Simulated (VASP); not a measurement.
Here is a VASP 6.6.1 calculation.

The input INCAR:

```
PREC = Accurate
ENCUT = 600
EDIFF = 1E-7
ISMEAR = -1
SIGMA = 0.05
LREAL = F
LASPH = T
NELM = 60
ALGO = Normal
ISIF = 3
LWAVE = F
LCHARG = F
GGA = B5
ALDAX = 1.0
AGGAX = 1.0
AGGAC = 1.0
ALDAC = 0.0
IVDW = 12
VDW_S6 = 1.0
VDW_S8 = 2.6996
VDW_A1 = 0.4298
VDW_A2 = 4.2359
IBRION = 2
NSW = 60
EDIFFG = -0.01
```

File KPOINTS:

```
Automatic mesh
0
Gamma
  8 8 8
```

Contents of POSCAR:

```
NaCl
1.0
    3.5021900000      0.0000000000      0.0000000000
    0.0000000000      3.5021900000      0.0000000000
    0.0000000000      0.0000000000      3.5021900000
Cl Na
1 1
Direct
    0.5000000000      0.5000000000      0.5000000000
    0.0000000000      0.0000000000      0.0000000000
```

Potentials or basis: VASP PAW PBE potentials, release 64 (Cl, Na_pv).

The run is started by

```sh
$ cat potpaw_PBE.64/Cl/POTCAR potpaw_PBE.64/Na_pv/POTCAR > POTCAR
$ mpirun -np 1 vasp_std > vasp.out
```

Question: What does it give for the dispersion energy per atom?

Answer: -0.555 eV.

Question: Predict the relaxed volume.

Answer: 19.55 Å³/atom.

Question: Predict the band gap on the k mesh.

Answer: 4.40 eV, indirect (least direct gap 4.97 eV).

Question: Estimate the space group after relaxing (to 0.05 Å).

Answer: Pm-3m (No. 221).

Step by step:
| step | energy change (eV) | largest force (eV/Å) | pressure (GPa) | volume (Å³) |
| --- | --- | --- | --- | --- |
| 1 | 0.0000 | 0.0000 | -2.51 | 42.96 |
| 2 | -0.0247 | 0.0000 | -1.31 | 40.89 |
| 3 | -0.0318 | 0.0000 | 0.07 | 39.10 |

Caveat: the PAW data sets were made with another functional, which shifts forces and pressure a little. BLYP gaps usually lie below the measured ones, often by a third to a half.
